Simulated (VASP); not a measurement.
# Mo3W (P4/mmm) in VASP: further runs

Runs on Mo3W. Level: PBE. Tasks: single point.

All numbers are computed with VASP 6.6.1; they aren't measurements. Logs are shortened: lines on timing, memory, paths and dates and some standing lists are left out, and cuts for length are marked.

### Step 1. The cell of the first run

Symmetry: P4/mmm, No. 123, tetragonal system. Conventional cell: a = 4.476 Å, b = 4.476 Å, c = 3.175 Å, α = 90.00°, β = 90.00°, γ = 90.00°. Within 3.6 Å of Mo (site symmetry mmm) lie 10 Mo at 2.74 to 3.18 Å and 4 W at 2.74 Å. Mo (site symmetry 4/mmm) has 10 Mo at 2.74 to 3.18 Å and 4 W at 3.16 Å within 3.6 Å. W (site symmetry 4/mmm) has 12 Mo at 2.74 to 3.16 Å and 2 W at 3.18 Å within 3.6 Å.

### Step 2. Single point, PBE, collinear spin

INCAR reads:

```
ALGO = Normal ; EDIFF = 1E-7
ENCUT = 520 ; GGA = PE
ISIF = 2 ; ISMEAR = 0
ISPIN = 2 ; LASPH = T
LCHARG = F ; LMAXMIX = 4
LORBIT = 11 ; LREAL = F
LWAVE = F ; MAGMOM = 1 1 1 0
NBANDS = 40 ; NELM = 150
PREC = Accurate ; SIGMA = 0.1
```

KPOINTS reads:

```
k-points
0
Gamma
  4 4 6
```

POSCAR reads:

```
Mo3W
1.0
    4.4755725033      0.0000000000      0.0000000000
    0.0000000000      4.4755725033      0.0000000000
    0.0000000000      0.0000000000      3.1754520729
Mo W
3 1
Direct
    0.5000000000      0.0000000000      0.0000000000
    0.5000000000      0.5000000000      0.5000000000
    0.0000000000      0.5000000000      0.0000000000
    0.0000000000      0.0000000000      0.5000000000
```

Potentials or basis: VASP PAW PBE potentials, release 64 (Mo_sv, W_sv).

On the command line:

```bash
cat potpaw_PBE.64/Mo_sv/POTCAR potpaw_PBE.64/W_sv/POTCAR > POTCAR
mpirun -np 1 vasp_std > vasp.out
```

OUTCAR:

```text
EDIFF = 1E-7
   ENCUT = 520
   GGA = PE
   ISIF = 2
   ISMEAR = 0
   ISPIN = 2
   LASPH = T
   LORBIT = 11
   LREAL = F
   NELM = 150
   PREC = Accurate

 ion  position               nearest neighbor table
   1  0.500  0.000  0.000-   2 2.74   4 2.74   2 2.74   4 2.74   2 2.74   2 2.74   4 2.74   4 2.74
                             3 3.16   3 3.16   3 3.16   3 3.16
   2  0.500  0.500  0.500-   1 2.74   3 2.74   1 2.74   3 2.74   1 2.74   1 2.74   3 2.74   3 2.74
                             4 3.16   4 3.16   4 3.16   4 3.16
   3  0.000  0.500  0.000-   2 2.74   4 2.74   2 2.74   4 2.74   4 2.74   4 2.74   2 2.74   2 2.74
                             1 3.16   1 3.16   1 3.16   1 3.16
   4  0.000  0.000  0.500-   1 2.74   3 2.74   1 2.74   3 2.74   3 2.74   3 2.74   1 2.74   1 2.74
                             2 3.16   2 3.16   2 3.16   2 3.16

  LATTYP: Found a simple tetragonal cell.
 ALAT       =     4.4755725033
 C/A-ratio  =     0.7095074587

  Lattice vectors:

 A1 = (   4.4755725033,   0.0000000000,   0.0000000000)
 A2 = (   0.0000000000,   4.4755725033,   0.0000000000)
 A3 = (   0.0000000000,   0.0000000000,   3.1754520729)

Analysis of symmetry for initial positions (statically):
=====================================================================
 Subroutine PRICEL returns:
 Original cell was already a primitive cell.

 Routine SETGRP: Setting up the symmetry group for a
 simple tetragonal supercell.

 Subroutine GETGRP returns: Found 16 space group operations
 (whereof 16 operations were pure point group operations)
 out of a pool of 16 trial point group operations.

The static configuration has the point symmetry D_4h.

Analysis of symmetry for dynamics (positions and initial velocities):
=====================================================================
 Subroutine PRICEL returns:
 Original cell was already a primitive cell.

 Routine SETGRP: Setting up the symmetry group for a
 simple tetragonal supercell.

 Subroutine GETGRP returns: Found 16 space group operations
 (whereof 16 operations were pure point group operations)
 out of a pool of 16 trial point group operations.

The dynamic configuration has the point symmetry D_4h.

Analysis of structural, dynamic, and magnetic symmetry:
=====================================================================
 Subroutine PRICEL returns:
 Original cell was already a primitive cell.

 Routine SETGRP: Setting up the symmetry group for a
 simple tetragonal supercell.

 Subroutine GETGRP returns: Found 16 space group operations
 (whereof 16 operations were pure point group operations)
 out of a pool of 16 trial point group operations.

The overall configuration has the point symmetry D_4h.

 Subroutine INISYM returns: Found 16 space group operations
 (whereof 16 operations are pure point group operations),
 and found     1 'primitive' translations

----------------------------------------------------------------------------------------

                                     Primitive cell

  volume of cell :      63.6067

  direct lattice vectors                    reciprocal lattice vectors
     4.475572503  0.000000000  0.000000000     0.223435102  0.000000000  0.000000000
     0.000000000  4.475572503  0.000000000     0.000000000  0.223435102  0.000000000
     0.000000000  0.000000000  3.175452073     0.000000000  0.000000000  0.314915791

  length of vectors
     4.475572503  4.475572503  3.175452073     0.223435102  0.223435102  0.314915791

  position of ions in fractional coordinates (direct lattice)
     0.500000000  0.000000000  0.000000000
     0.500000000  0.500000000  0.500000000
     0.000000000  0.500000000  0.000000000
     0.000000000  0.000000000  0.500000000

  ion indices of the primitive-cell ions
   primitive index   ion index
                 1           1
                 2           2
                 3           3
                 4           4

----------------------------------------------------------------------------------------

 KPOINTS: k-points

Automatic generation of k-mesh.
 Grid dimensions read from file:
 generate k-points for:    4    4    6

 Generating k-lattice:

  Cartesian coordinates                     Fractional coordinates (reciprocal lattice)
     0.055858776  0.000000000  0.000000000     0.250000000  0.000000000  0.000000000
     0.000000000  0.055858776  0.000000000     0.000000000  0.250000000  0.000000000
     0.000000000  0.000000000  0.052485965     0.000000000  0.000000000  0.166666667

  Length of vectors
     0.055858776  0.055858776  0.052485965

  Shift w.r.t. Gamma in fractional coordinates (k-lattice)
     0.000000000  0.000000000  0.000000000

 Subroutine IBZKPT returns following result:
 ===========================================

 Found     24 irreducible k-points:

 Following reciprocal coordinates:
            Coordinates               Weight
  0.000000  0.000000  0.000000      1.000000
  0.250000  0.000000  0.000000      4.000000
  0.500000  0.000000  0.000000      2.000000
  0.250000  0.250000  0.000000      4.000000
  0.500000  0.250000  0.000000      4.000000
  0.500000  0.500000  0.000000      1.000000
[... 16 lines left out ...]
  0.500000  0.250000  0.500000      4.000000
  0.500000  0.500000  0.500000      1.000000
   k-points           NKPTS =     24   k-points in BZ     NKDIM =     24   number of bands    NBANDS=     40
   number of dos      NEDOS =    301   number of ions     NIONS =      4
   total plane-waves  NPLWV =  31104
   dimension x,y,z NGX =    36 NGY =   36 NGZ =   24
   dimension x,y,z NGXF=    72 NGYF=   72 NGZF=   48
   ions per type =               3   1
   NGX,Y,Z   is equivalent  to a cutoff of  13.37, 13.37, 12.56 a.u.
   NGXF,Y,Z  is equivalent  to a cutoff of  26.74, 26.74, 25.13 a.u.
 SYSTEM =  unknown system
   PREC   = accura    normal or accurate (medium, high low for compatibility)
   ISTART =      0    job   : 0-new  1-cont  2-samecut
   ICHARG =      2    charge: 1-file 2-atom 10-const
   ISPIN  =      2    spin polarized calculation?
   LNONCOLLINEAR =      F non collinear calculations
   LSORBIT =      F    spin-orbit coupling
   LASPH  =      T    aspherical Exc in radial PAW
   ENCUT  =  520.0 eV  38.22 Ry    6.18 a.u.   8.32  8.32  5.90*2*pi/ulx,y,z
   NELM   =    150;   NELMIN=  2; NELMDL= -5     # of ELM steps
   EDIFF  = 0.1E-06   stopping-criterion for ELM
   LREAL  =      F    real-space projection
   EDIFFG = 0.1E-05   stopping-criterion for IOM
   NSW    =      0    number of steps for IOM
   IBRION =     -1    ionic relax: 0-MD 1-quasi-New 2-CG
   NFREE  =      0    steps in history (QN), initial steepest desc. (CG)
   ISIF   =      2    stress and relaxation
   ISYM   =      2    0-nonsym 1-usesym 2-fastsym
   POTIM  = 0.5000    time-step for ionic-motion
   TEBEG  =    0.0;   TEEND  =   0.0 temperature during run
   PSTRESS=    0.0 pullay stress
   NELECT =      56.0000    total number of electrons
   NUPDOWN=      -1.0000    fix difference up-down
   EMIN   =  10.00;   EMAX   =-10.00  energy-range for DOS
   EFERMI =   0.00;   METHOD = LEGACY
   ISMEAR =     0;   SIGMA  =   0.10  broadening in eV -4-tet -1-fermi 0-gaus
   EFERMI_NEDOS =   21; number of points for ismear=-14 and -15
   IALGO  =     38    algorithm
   IMIX   =      4    mixing-type and parameters
     AMIX     =   0.40;   BMIX     =  1.00
     AMIX_MAG =   1.60;   BMIX_MAG =  1.00
  volume/ion in A,a.u.               =      15.90       107.31
  Fermi-wavevector in a.u.,A,eV,Ry     =   1.569049  2.965073 33.496396  2.461916
  Thomas-Fermi vector in A             =   2.670990
   LORBIT       =     11    0 simple, 1 ext, 2 COOP (PROOUT), +10 PAW based schemes
   GGA     = PE    functional components
   LHFCALC =     F    Hartree Fock is set to
   AEXX    =    0.0000 exact exchange contribution
   IVDW    =     0    specifies the selected vdW correction
   LEPSILON=     F    determine dielectric tensor
   LRPA    =     F    only Hartree local field effects (RPA)
 spin polarized calculation
 Gauss-broadening in eV      SIGMA  =   0.10
  energy-cutoff  :      520.00
  volume of cell :       63.61
 maximum number of plane-waves:      1744
 NGX is ok and might be reduce to    36
   NGX = 17   NGY = 17   NGZ = 11

 number of electron      56.0000004 magnetization      -0.0003757

 number of electron      56.0000004 magnetization       0.0000871

 Free energy of the ion-electron system (eV)
  ---------------------------------------------------
  ext. energy  EPLUGINS =         0.00000000
  ---------------------------------------------------
  free energy    TOTEN  =       -45.76849400 eV

  energy without entropy =      -45.74866908  energy(sigma->0) =      -45.75858154

 E-fermi :  12.1581     XC(G=0): -13.3806

 val. band max:       12.0706447994   @ k =   0.5000   0.2500   0.0000
 cond. band min:      12.1638311733   @ k =   0.2500   0.0000   0.5000
 fundamental gap:      0.0931863739
 Fermi energy:        12.1581333968

 spin component 1

 k-point     1 :       0.0000    0.0000    0.0000
  band No.  band energies     occupation
      1     -62.0559      1.00000
      2     -49.1490      1.00000
      3     -48.9071      1.00000
      4     -48.8357      1.00000
      5     -26.3562      1.00000
      6     -26.3562      1.00000
[... 1021 lines left out ...]
     39      17.0399      0.00000
     40      17.4244      0.00000
 Fermi energy:        12.1581333968

 spin component 2

 k-point     1 :       0.0000    0.0000    0.0000
  band No.  band energies     occupation
      1     -62.0559      1.00000
      2     -49.1490      1.00000
      3     -48.9071      1.00000
      4     -48.8357      1.00000
      5     -26.3562      1.00000
      6     -26.3562      1.00000
[... 1021 lines left out ...]
     39      17.0399      0.00000
     40      17.4244      0.00000

------------------------ aborting loop because EDIFF is reached ----------------------------------------

  FORCE on cell =-STRESS in cart. coord.  units (eV):
  Direction    XX          YY          ZZ          XY          YZ          ZX
  --------------------------------------------------------------------------------------
  -------------------------------------------------------------------------------------
  Total        0.1900487      0.1900487      0.2112800      0.0000000      0.0000000      0.0000000
  in kB        4.7871026      4.7871026      5.3218942      0.0000000      0.0000000      0.0000000
  external PRESSURE =       4.9653665 kB  Pullay stress =       0.0000000 kB

 VOLUME and BASIS-vectors are now :
 -----------------------------------------------------------------------------
  energy-cutoff  :      520.00
  volume of cell :       63.61
      direct lattice vectors                 reciprocal lattice vectors
     4.475572503  0.000000000  0.000000000     0.223435102  0.000000000  0.000000000
     0.000000000  4.475572503  0.000000000     0.000000000  0.223435102  0.000000000
     0.000000000  0.000000000  3.175452073     0.000000000  0.000000000  0.314915791

 POSITION                                       TOTAL-FORCE (eV/Angst)
 -----------------------------------------------------------------------------------
      2.23779      0.00000      0.00000         0.000000      0.000000      0.000000
      2.23779      2.23779      1.58773         0.000000      0.000000      0.000000
      0.00000      2.23779      0.00000         0.000000      0.000000      0.000000
      0.00000      0.00000      1.58773         0.000000      0.000000      0.000000
 -----------------------------------------------------------------------------------
    total drift:                                0.000000      0.000000     -0.000000

  FREE ENERGIE OF THE ION-ELECTRON SYSTEM (eV)
  ---------------------------------------------------
  free  energy   TOTEN  =       -45.7684939973 eV

  energy  without entropy=      -45.7486690787  energy(sigma->0) =      -45.75858154

 total charge

# of ion       s       p       d       tot
------------------------------------------
    1        2.371   6.213   3.912  12.496
    2        2.375   6.208   3.864  12.448
    3        2.371   6.213   3.912  12.496
    4        2.419   6.312   3.285  12.016
--------------------------------------------------
tot          9.535  24.947  14.972  49.455

 magnetization (x)

# of ion       s       p       d       tot
------------------------------------------
    1        0.000   0.000   0.000   0.000
    2        0.000   0.000   0.000   0.000
    3        0.000   0.000   0.000   0.000
    4       -0.000  -0.000  -0.000  -0.000
--------------------------------------------------
tot          0.000   0.000   0.000   0.000
```

Run time: 49 s. Hardware: 1 thread of Intel Xeon Platinum 8559C (Emerald Rapids), shared host; peak memory 0.25 GiB.

What came out:

| Item | Value |
| --- | --- |
| Free energy | -45.7685 eV |
| Pressure | 0.5 GPa |
| Band gap on the k mesh | zero (filled and empty bands overlap) |
| Net moment | 0.00 μB per cell |
| Valence electrons inside the program's atomic spheres | Mo 12.50, 12.45 (each value once); W 12.02 |

Levels at points of the mesh, in eV from the Fermi level:
Spin up:
| k point | band 25 | band 26 | band 27 | band 28 | band 29 | band 30 | band 31 | band 32 |
| --- | --- | --- | --- | --- | --- | --- | --- | --- |
| (0.00, 0.00, 0.00) | -1.40 | -1.36 | 1.28 | 1.28 | 1.54 | 1.59 | 1.69 | 1.95 |
| (0.50, 0.00, 0.00) | -1.73 | -1.67 | -0.92 | -0.76 | 0.16 | 0.27 | 0.90 | 1.04 |
| (0.50, 0.50, 0.00) | -0.80 | -0.74 | -0.72 | -0.72 | -0.71 | -0.64 | -0.64 | -0.43 |
| (0.00, 0.00, 0.50) | -2.70 | -2.70 | -0.71 | -0.71 | -0.58 | -0.58 | 0.79 | 1.03 |
| (0.50, 0.00, 0.50) | -2.04 | -1.95 | -1.90 | -1.78 | 1.15 | 1.19 | 1.46 | 1.57 |
| (0.50, 0.50, 0.50) | 1.06 | 1.26 | 1.26 | 1.45 | 1.46 | 1.64 | 1.64 | 1.75 |
Spin down:
```csv
k point,band 26,band 27,band 28,band 29,band 30,band 31
"(0.00, 0.00, 0.00)",-1.36,1.28,1.28,1.54,1.59,1.69
"(0.50, 0.00, 0.00)",-1.67,-0.92,-0.76,0.16,0.27,0.90
"(0.50, 0.50, 0.00)",-0.74,-0.72,-0.72,-0.71,-0.64,-0.64
"(0.00, 0.00, 0.50)",-2.70,-0.71,-0.71,-0.58,-0.58,0.79
"(0.50, 0.00, 0.50)",-1.95,-1.90,-1.78,1.15,1.19,1.46
"(0.50, 0.50, 0.50)",1.26,1.26,1.45,1.46,1.64,1.64
```

Caveat: spin-orbit coupling is left out, which moves the levels of the heavy elements.

### Step 3. Single point, PBE

INCAR reads:

```
SYSTEM = Mo3W
ALGO     = Fast           ! electronic algorithm
EDIFF    = 1E-6           ! SCF threshold, eV
ENCUT    = 520            ! plane-wave cutoff, eV
GGA      = PE             ! functional
ISIF     = 2              ! what is computed and relaxed
ISMEAR   = 0              ! smearing method
LASPH    = .TRUE.         ! aspherical terms in the spheres
LCHARG   = .FALSE.        ! write CHGCAR
LREAL    = .FALSE.        ! projectors in reciprocal space
LWAVE    = .FALSE.        ! write WAVECAR
NBANDS   = 36             ! bands
NELM     = 100            ! most SCF steps
PREC     = Accurate       ! precision mode
SIGMA    = 0.1            ! smearing width, eV
```

KPOINTS reads:

```
k-points
0
G
  10 10 14
  0 0 0
```

POSCAR reads:

```
Mo3W
1.0
    4.4782993525      0.0000000000      0.0000000000
    0.0000000000      4.4782993525      0.0000000000
    0.0000000000      0.0000000000      3.1670031070
Mo W
3 1
Direct
    0.5000000000      0.0000000000      0.0000000000
    0.5000000000      0.5000000000      0.5000000000
    0.0000000000      0.5000000000      0.0000000000
    0.0000000000      0.0000000000      0.5000000000
```

Potentials or basis: VASP PAW PBE potentials, release 64 (Mo_sv, W_sv).

On the command line:

```bash
cat potpaw_PBE.64/Mo_sv/POTCAR potpaw_PBE.64/W_sv/POTCAR > POTCAR
mpirun -np 1 vasp_std > vasp.out
```

Run time: 2.6 min. Hardware: 1 thread of Intel Xeon Platinum 8559C (Emerald Rapids), shared host; peak memory 0.41 GiB.

Results (log left out):

```
Free energy            : -45.7811 eV
Pressure               : 0.5 GPa
Band gap on the k mesh : zero (bands 28 and 29 overlap by 2.15 eV)
```

Levels at points of the mesh, in eV from the Fermi level:
| k point | band 24 | band 25 | band 26 | band 27 | band 28 | band 29 | band 30 | band 31 | band 32 | band 33 |
| --- | --- | --- | --- | --- | --- | --- | --- | --- | --- | --- |
| (0.00, 0.00, 0.00) | -1.33 | -1.33 | -1.33 | 1.32 | 1.32 | 1.57 | 1.68 | 1.72 | 1.99 | 2.26 |
| (0.50, 0.00, 0.00) | -2.48 | -1.68 | -1.62 | -0.84 | -0.68 | 0.21 | 0.32 | 0.97 | 1.07 | 1.32 |
| (0.50, 0.50, 0.00) | -2.65 | -0.72 | -0.68 | -0.68 | -0.68 | -0.64 | -0.56 | -0.56 | -0.38 | 0.81 |
| (0.00, 0.00, 0.50) | -2.65 | -2.65 | -2.65 | -0.68 | -0.68 | -0.53 | -0.53 | 0.83 | 1.08 | 2.39 |
| (0.50, 0.00, 0.50) | -2.96 | -1.98 | -1.89 | -1.83 | -1.73 | 1.21 | 1.25 | 1.51 | 1.62 | 2.36 |
| (0.50, 0.50, 0.50) | -3.38 | 1.13 | 1.32 | 1.32 | 1.52 | 1.53 | 1.72 | 1.72 | 1.84 | 2.26 |

Caveat: spin-orbit coupling is left out, which moves the levels of the heavy elements.

### Step 4. Single point, PBE

INCAR reads:

```
PREC = Accurate
ENCUT = 520
EDIFF = 1E-6
ISMEAR = 0
SIGMA = 0.1
LREAL = False
LASPH = True
NELM = 100
ALGO = Fast
ISIF = 2
LWAVE = False
LCHARG = False
GGA = PE
NBANDS = 36
```

KPOINTS reads:

```
Automatic mesh
0
Gamma
  10 10 14
```

POSCAR is that of step 3.

On the command line:

```bash
cat potpaw_PBE.64/Mo_sv/POTCAR potpaw_PBE.64/W_sv/POTCAR > POTCAR
mpirun -np 1 vasp_std > vasp.out
```

It took 2.7 min on 1 thread of Intel Xeon Platinum 8559C (Emerald Rapids), shared host; peak memory 0.41 GiB.

The run converged. Its results:

- Free energy: -45.7811 eV
- Pressure: 0.5 GPa
- Band gap on the k mesh: zero (bands 28 and 29 overlap by 2.15 eV)

Levels at points of the mesh, in eV from the Fermi level:
| k point | band 24 | band 25 | band 26 | band 27 | band 28 | band 29 | band 30 | band 31 | band 32 | band 33 |
| --- | --- | --- | --- | --- | --- | --- | --- | --- | --- | --- |
| (0.00, 0.00, 0.00) | -1.33 | -1.33 | -1.33 | 1.32 | 1.32 | 1.57 | 1.68 | 1.72 | 1.99 | 2.26 |
| (0.50, 0.00, 0.00) | -2.48 | -1.68 | -1.62 | -0.84 | -0.68 | 0.21 | 0.32 | 0.97 | 1.07 | 1.32 |
| (0.50, 0.50, 0.00) | -2.65 | -0.72 | -0.68 | -0.68 | -0.68 | -0.64 | -0.56 | -0.56 | -0.38 | 0.81 |
| (0.00, 0.00, 0.50) | -2.65 | -2.65 | -2.65 | -0.68 | -0.68 | -0.53 | -0.53 | 0.83 | 1.08 | 2.39 |
| (0.50, 0.00, 0.50) | -2.96 | -1.98 | -1.89 | -1.83 | -1.73 | 1.21 | 1.25 | 1.51 | 1.62 | 2.36 |
| (0.50, 0.50, 0.50) | -3.38 | 1.13 | 1.32 | 1.32 | 1.52 | 1.53 | 1.72 | 1.72 | 1.84 | 2.26 |

Caveat: spin-orbit coupling is left out, which moves the levels of the heavy elements.
